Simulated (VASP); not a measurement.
# HPt12 in VASP: notebook

Runs on HPt12. Level: PBE. Tasks: single point.

All numbers are computed with VASP 6.6.1; they aren't measurements. Logs are shortened: lines on timing, memory, paths and dates and some standing lists are left out, and cuts for length are marked.

## (1) The cell of the first run

The cell holds a slab with vacuum, 13 atoms: a = 5.614 Å, b = 5.614 Å, c = 19.351 Å, α = 90.00°, β = 90.00°, γ = 90.00°.

## (2) Single point, PBE

Contents of INCAR:

```
SYSTEM = HPt12
  PREC = Accurate
  ENCUT = 520
  EDIFF = 1E-6
  ISMEAR = 0
  SIGMA = 0.1
  LREAL = .False.
  LASPH = .True.
  NELM = 80
  ALGO = Normal
  ISIF = 2
  LWAVE = .False.
  LCHARG = .False.
  LDIPOL = .True.
  IDIPOL = 3
  DIPOL = 0.5 0.5 0.318
  GGA = PE
  NBANDS = 72
```

Contents of KPOINTS:

```
Automatic mesh
0
Gamma
  5 5 1
  0 0 0
```

Contents of POSCAR:

```
HPt12
1.0
    5.6143281324      0.0000000000      0.0000000000
    0.0000000000      5.6143281324      0.0000000000
    0.0000000000      0.0000000000     19.3513900856
Pt H
12 1
Direct
    0.2500000000      0.2500000000      0.2067034969
    0.2500000000      0.7500000000      0.2067034969
    0.7500000000      0.2500000000      0.2067034969
    0.7500000000      0.7500000000      0.2067034969
    0.0000000000      0.0000000000      0.3062505494
    0.0000000000      0.5000000000      0.3062505494
    0.5000000000      0.0000000000      0.3062505494
    0.5000000000      0.5000000000      0.3062505494
    0.2500000000      0.2500000000      0.4057274465
    0.2500000000      0.7500000000      0.4057274465
    0.7500000000      0.2500000000      0.4057274465
    0.7500000000      0.7500000000      0.4057274465
    0.3333333333      0.5000000000      0.4563957072
```

Potentials or basis: VASP PAW PBE potentials, release 64 (Pt, H).

Run with:

```sh
cat potpaw_PBE.64/Pt/POTCAR potpaw_PBE.64/H/POTCAR > POTCAR
mpirun -np 1 vasp_std > vasp.out
```

OUTCAR:

```text
SYSTEM = HPt12
   PREC = Accurate
   ENCUT = 520
   EDIFF = 1E-6
   ISMEAR = 0
   LREAL = .False.
   LASPH = .True.
   NELM = 80
   ISIF = 2
   GGA = PE

 ion  position               nearest neighbor table
   1  0.250  0.250  0.207-   5 2.77   6 2.77   7 2.77   8 2.77   2 2.81   3 2.81   2 2.81   3 2.81

   2  0.250  0.750  0.207-   5 2.77   6 2.77   7 2.77   8 2.77   1 2.81   4 2.81   1 2.81   4 2.81

   3  0.750  0.250  0.207-   5 2.77   6 2.77   7 2.77   8 2.77   1 2.81   4 2.81   4 2.81   1 2.81

   4  0.750  0.750  0.207-   5 2.77   6 2.77   7 2.77   8 2.77   2 2.81   3 2.81   3 2.81   2 2.81

   5  0.000  0.000  0.306-   9 2.77  10 2.77  11 2.77  12 2.77   1 2.77   2 2.77   3 2.77   4 2.77
                             6 2.81   7 2.81   6 2.81   7 2.81
   6  0.000  0.500  0.306-   9 2.77  10 2.77  11 2.77  12 2.77   1 2.77   2 2.77   3 2.77   4 2.77
                             5 2.81   8 2.81   5 2.81   8 2.81
   7  0.500  0.000  0.306-   9 2.77  10 2.77  11 2.77  12 2.77   1 2.77   2 2.77   3 2.77   4 2.77
                             5 2.81   8 2.81   8 2.81   5 2.81
   8  0.500  0.500  0.306-   9 2.77  10 2.77  11 2.77  12 2.77   1 2.77   2 2.77   3 2.77   4 2.77
                             6 2.81   7 2.81   7 2.81   6 2.81
   9  0.250  0.250  0.406-  13 1.77   6 2.77   7 2.77   8 2.77   5 2.77  11 2.81  10 2.81  10 2.81
                            11 2.81
  10  0.250  0.750  0.406-  13 1.77   6 2.77   7 2.77   8 2.77   5 2.77  12 2.81   9 2.81   9 2.81
                            12 2.81
  11  0.750  0.250  0.406-   5 2.77   6 2.77   7 2.77   8 2.77   9 2.81  12 2.81  12 2.81   9 2.81

  12  0.750  0.750  0.406-   5 2.77   6 2.77   7 2.77   8 2.77  10 2.81  11 2.81  11 2.81  10 2.81

  13  0.333  0.500  0.456-   9 1.77  10 1.77

  LATTYP: Found a simple tetragonal cell.
 ALAT       =     5.6143281324
 C/A-ratio  =     3.4467864416

  Lattice vectors:

 A1 = (   5.6143281324,   0.0000000000,   0.0000000000)
 A2 = (   0.0000000000,   5.6143281324,   0.0000000000)
 A3 = (   0.0000000000,   0.0000000000,  19.3513900856)

Analysis of symmetry for initial positions (statically):
=====================================================================
 Subroutine PRICEL returns:
 Original cell was already a primitive cell.

 Routine SETGRP: Setting up the symmetry group for a
 simple tetragonal supercell.

 Subroutine GETGRP returns: Found  2 space group operations
 (whereof  2 operations were pure point group operations)
 out of a pool of 16 trial point group operations.

The static configuration has the point symmetry C_1h.

Analysis of symmetry for dynamics (positions and initial velocities):
=====================================================================
 Subroutine PRICEL returns:
 Original cell was already a primitive cell.

 Routine SETGRP: Setting up the symmetry group for a
 simple tetragonal supercell.

 Subroutine GETGRP returns: Found  2 space group operations
 (whereof  2 operations were pure point group operations)
 out of a pool of 16 trial point group operations.

The dynamic configuration has the point symmetry C_1h.

 Subroutine INISYM returns: Found  2 space group operations
 (whereof  2 operations are pure point group operations),
 and found     1 'primitive' translations

----------------------------------------------------------------------------------------

                                     Primitive cell

  volume of cell :     609.9690

  direct lattice vectors                    reciprocal lattice vectors
     5.614328132  0.000000000  0.000000000     0.178115703  0.000000000  0.000000000
     0.000000000  5.614328132  0.000000000     0.000000000  0.178115703  0.000000000
     0.000000000  0.000000000 19.351390086     0.000000000  0.000000000  0.051675874

  length of vectors
     5.614328132  5.614328132 19.351390086     0.178115703  0.178115703  0.051675874

  position of ions in fractional coordinates (direct lattice)
     0.250000000  0.250000000  0.206703497
     0.250000000  0.750000000  0.206703497
     0.750000000  0.250000000  0.206703497
     0.750000000  0.750000000  0.206703497
     0.000000000  0.000000000  0.306250549
     0.000000000  0.500000000  0.306250549
     0.500000000  0.000000000  0.306250549
     0.500000000  0.500000000  0.306250549
     0.250000000  0.250000000  0.405727447
     0.250000000  0.750000000  0.405727447
     0.750000000  0.250000000  0.405727447
     0.750000000  0.750000000  0.405727447
     0.333333333  0.500000000  0.456395707

  ion indices of the primitive-cell ions
   primitive index   ion index
                 1           1
                 2           2
                 3           3
                 4           4
                 5           5
                 6           6
                 7           7
                 8           8
                 9           9
                10          10
                11          11
                12          12
                13          13

----------------------------------------------------------------------------------------

 KPOINTS: Automatic mesh

Automatic generation of k-mesh.
 Grid dimensions read from file:
 generate k-points for:    5    5    1

 Generating k-lattice:

  Cartesian coordinates                     Fractional coordinates (reciprocal lattice)
     0.035623141  0.000000000  0.000000000     0.200000000  0.000000000  0.000000000
     0.000000000  0.035623141  0.000000000     0.000000000  0.200000000  0.000000000
     0.000000000  0.000000000  0.051675874     0.000000000  0.000000000  1.000000000

  Length of vectors
     0.035623141  0.035623141  0.051675874

  Shift w.r.t. Gamma in fractional coordinates (k-lattice)
     0.000000000  0.000000000  0.000000000

 Subroutine IBZKPT returns following result:
 ===========================================

 Found      9 irreducible k-points:

 Following reciprocal coordinates:
            Coordinates               Weight
  0.000000  0.000000  0.000000      1.000000
  0.200000  0.000000  0.000000      2.000000
  0.000000  0.200000  0.000000      2.000000
  0.400000  0.000000  0.000000      2.000000
  0.000000  0.400000  0.000000      2.000000
  0.200000  0.200000  0.000000      4.000000
  0.400000  0.200000  0.000000      4.000000
 -0.200000  0.400000  0.000000      4.000000
  0.400000  0.400000  0.000000      4.000000
   k-points           NKPTS =      9   k-points in BZ     NKDIM =      9   number of bands    NBANDS=     72
   number of dos      NEDOS =    301   number of ions     NIONS =     13
   total plane-waves  NPLWV = 254016
   dimension x,y,z NGX =    42 NGY =   42 NGZ =  144
   dimension x,y,z NGXF=    84 NGYF=   84 NGZF=  288
   ions per type =              12   1
   NGX,Y,Z   is equivalent  to a cutoff of  12.44, 12.44, 12.37 a.u.
   NGXF,Y,Z  is equivalent  to a cutoff of  24.87, 24.87, 24.74 a.u.
 SYSTEM =  HPt12
   PREC   = accura    normal or accurate (medium, high low for compatibility)
   ISTART =      0    job   : 0-new  1-cont  2-samecut
   ICHARG =      2    charge: 1-file 2-atom 10-const
   ISPIN  =      1    spin polarized calculation?
   LNONCOLLINEAR =      F non collinear calculations
   LSORBIT =      F    spin-orbit coupling
   LASPH  =      T    aspherical Exc in radial PAW
   ENCUT  =  520.0 eV  38.22 Ry    6.18 a.u.  10.44 10.44 35.98*2*pi/ulx,y,z
   NELM   =     80;   NELMIN=  2; NELMDL= -5     # of ELM steps
   EDIFF  = 0.1E-05   stopping-criterion for ELM
   LREAL  =      F    real-space projection
   EDIFFG = 0.1E-04   stopping-criterion for IOM
   NSW    =      0    number of steps for IOM
   IBRION =     -1    ionic relax: 0-MD 1-quasi-New 2-CG
   NFREE  =      0    steps in history (QN), initial steepest desc. (CG)
   ISIF   =      2    stress and relaxation
   ISYM   =      2    0-nonsym 1-usesym 2-fastsym
   POTIM  = 0.5000    time-step for ionic-motion
   TEBEG  =    0.0;   TEEND  =   0.0 temperature during run
   PSTRESS=    0.0 pullay stress
   NELECT =     121.0000    total number of electrons
   NUPDOWN=      -1.0000    fix difference up-down
   EMIN   =  10.00;   EMAX   =-10.00  energy-range for DOS
   EFERMI =   0.00;   METHOD = LEGACY
   ISMEAR =     0;   SIGMA  =   0.10  broadening in eV -4-tet -1-fermi 0-gaus
   EFERMI_NEDOS =   21; number of points for ismear=-14 and -15
   IALGO  =     38    algorithm
   IMIX   =      4    mixing-type and parameters
     AMIX     =   0.40;   BMIX     =  1.00
     AMIX_MAG =   1.60;   BMIX_MAG =  1.00
  volume/ion in A,a.u.               =      46.92       316.64
  Fermi-wavevector in a.u.,A,eV,Ry     =   0.954774  1.804262 12.402988  0.911594
  Thomas-Fermi vector in A             =   2.083552
   LORBIT       =      0    0 simple, 1 ext, 2 COOP (PROOUT), +10 PAW based schemes
   GGA     = PE    functional components
   LHFCALC =     F    Hartree Fock is set to
   AEXX    =    0.0000 exact exchange contribution
   IVDW    =     0    specifies the selected vdW correction
   LEPSILON=     F    determine dielectric tensor
   LRPA    =     F    only Hartree local field effects (RPA)
 non-spin polarized calculation
 Gauss-broadening in eV      SIGMA  =   0.10
  energy-cutoff  :      520.00
  volume of cell :      609.97
 maximum number of plane-waves:     16469
 NGX is ok and might be reduce to    42
   NGX = 21   NGY = 21   NGZ = 71

 dipolmoment           0.000000      0.000000      0.000049 electrons x Angstroem

 number of electron     121.0000010 magnetization

 dipolmoment           0.000000      0.000000     -0.001229 electrons x Angstroem

 Free energy of the ion-electron system (eV)
  ---------------------------------------------------
  ext. energy  EPLUGINS =         0.00000000
  ---------------------------------------------------
  free energy    TOTEN  =       -69.87319964 eV

  energy without entropy =      -69.74275032  energy(sigma->0) =      -69.80797498

 E-fermi :  -0.6282     XC(G=0):  -5.0554

 val. band max:       -0.6400943242   @ k =   0.4000   0.2000   0.0000
 cond. band min:      -0.6183023882   @ k =   0.4000   0.4000   0.0000
 fundamental gap:      0.0217919361
 Fermi energy:        -0.6282445135

 k-point     1 :       0.0000    0.0000    0.0000
  band No.  band energies     occupation
      1      -9.6096      2.00000
      2      -7.8608      2.00000
      3      -7.1083      2.00000
      4      -7.0975      2.00000
      5      -6.9049      2.00000
      6      -6.8642      2.00000
[... 64 lines left out ...]
     71       2.4148      0.00000
     72       2.9488      0.00000

 k-point     2 :       0.2000    0.0000    0.0000
  band No.  band energies     occupation
      1      -9.3793      2.00000
      2      -7.8101      2.00000
      3      -7.2397      2.00000
      4      -6.8746      2.00000
      5      -6.7888      2.00000
      6      -6.7082      2.00000
[... 64 lines left out ...]
     71       2.6303      0.00000
     72       2.7265      0.00000

 k-point     3 :       0.0000    0.2000    0.0000
  band No.  band energies     occupation
      1      -9.3641      2.00000
      2      -7.6583      2.00000
      3      -7.2575      2.00000
      4      -6.8604      2.00000
      5      -6.7880      2.00000
      6      -6.7413      2.00000
[... 439 lines left out ...]
     71       3.3977      0.00000
     72       3.9211      0.00000

 k-point     9 :       0.4000    0.4000    0.0000
  band No.  band energies     occupation
      1      -7.8936      2.00000
      2      -7.2471      2.00000
      3      -7.0120      2.00000
      4      -6.7663      2.00000
      5      -6.4417      2.00000
      6      -5.9472      2.00000
[... 64 lines left out ...]
     71       2.7963      0.00000
     72       3.5607      0.00000

------------------------ aborting loop because EDIFF is reached ----------------------------------------

 vacuum level on the upper side and lower side of the slab       (xc-potential included)        -0.134        -0.133

  FORCE on cell =-STRESS in cart. coord.  units (eV):
  Direction    XX          YY          ZZ          XY          YZ          ZX
  --------------------------------------------------------------------------------------
  -------------------------------------------------------------------------------------
  Total      -11.6260856    -12.0067920      1.5063468      0.0000000      0.0000000     -0.0643043
  in kB      -30.5377017    -31.5376857      3.9566516      0.0000000      0.0000000     -0.1689051
  external PRESSURE =     -19.3729119 kB  Pullay stress =       0.0000000 kB

 VOLUME and BASIS-vectors are now :
 -----------------------------------------------------------------------------
  energy-cutoff  :      520.00
  volume of cell :      609.97
      direct lattice vectors                 reciprocal lattice vectors
     5.614328132  0.000000000  0.000000000     0.178115703  0.000000000  0.000000000
     0.000000000  5.614328132  0.000000000     0.000000000  0.178115703  0.000000000
     0.000000000  0.000000000 19.351390086     0.000000000  0.000000000  0.051675874

 POSITION                                       TOTAL-FORCE (eV/Angst)
 -----------------------------------------------------------------------------------
      1.40358      1.40358      4.00000        -0.016941     -0.062691      0.037486
      1.40358      4.21075      4.00000        -0.016941      0.062691      0.037486
      4.21075      1.40358      4.00000        -0.021602     -0.005787     -0.103806
      4.21075      4.21075      4.00000        -0.021602      0.005787     -0.103806
      0.00000      0.00000      5.92637        -0.017587      0.000000      0.107644
      0.00000      2.80716      5.92637        -0.135319      0.000000     -0.242586
      2.80716      0.00000      5.92637         0.063476      0.000000     -0.143765
      2.80716      2.80716      5.92637         0.144956      0.000000     -0.329205
      1.40358      1.40358      7.85139         0.078405     -0.148130      0.329751
      1.40358      4.21075      7.85139         0.078405      0.148130      0.329751
      4.21075      1.40358      7.85139         0.062318     -0.081087      0.039309
      4.21075      4.21075      7.85139         0.062318      0.081087      0.039309
      1.87144      2.80716      8.83189        -0.259885      0.000000      0.002430
 -----------------------------------------------------------------------------------
    total drift:                                0.000084      0.000000      0.000018

  FREE ENERGIE OF THE ION-ELECTRON SYSTEM (eV)
  ---------------------------------------------------
  free  energy   TOTEN  =       -69.8731996395 eV

  energy  without entropy=      -69.7427503173  energy(sigma->0) =      -69.80797498

 vacuum level on the upper side and lower side of the slab         4.914         4.910
```

It took 13 min on 1 thread of Intel Xeon 6975P-C (Granite Rapids), shared host; peak memory 0.69 GiB.

What came out:

* Free energy: -69.8732 eV
* Largest force: 0.370 eV/Å
* Band gap on the k mesh: zero (an odd number of electrons rules out a gap without spin polarisation)

Forces in eV/Å, atoms in the order of the input:
```
Pt  -0.017 -0.063  0.037
Pt  -0.017  0.063  0.037
Pt  -0.022 -0.006 -0.104
Pt  -0.022  0.006 -0.104
Pt  -0.018  0.000  0.108
Pt  -0.135  0.000 -0.243
Pt   0.063  0.000 -0.144
Pt   0.145  0.000 -0.329
Pt   0.078 -0.148  0.330
Pt   0.078  0.148  0.330
Pt   0.062 -0.081  0.039
Pt   0.062  0.081  0.039
H   -0.260  0.000  0.002
```

Levels at points of the mesh, in eV from the Fermi level:
```
           k point  band 58  band 59  band 60  band 61  band 62  band 63
(0.00, 0.00, 0.00)     0.06     0.11     0.11     0.35     0.38     0.73
```

Caveat: spin-orbit coupling is left out, which moves the levels of the heavy elements.

(Continued in part 2 of 2.)

The gap in the log of VASP goes by the Fermi energy; the results here count the filled bands.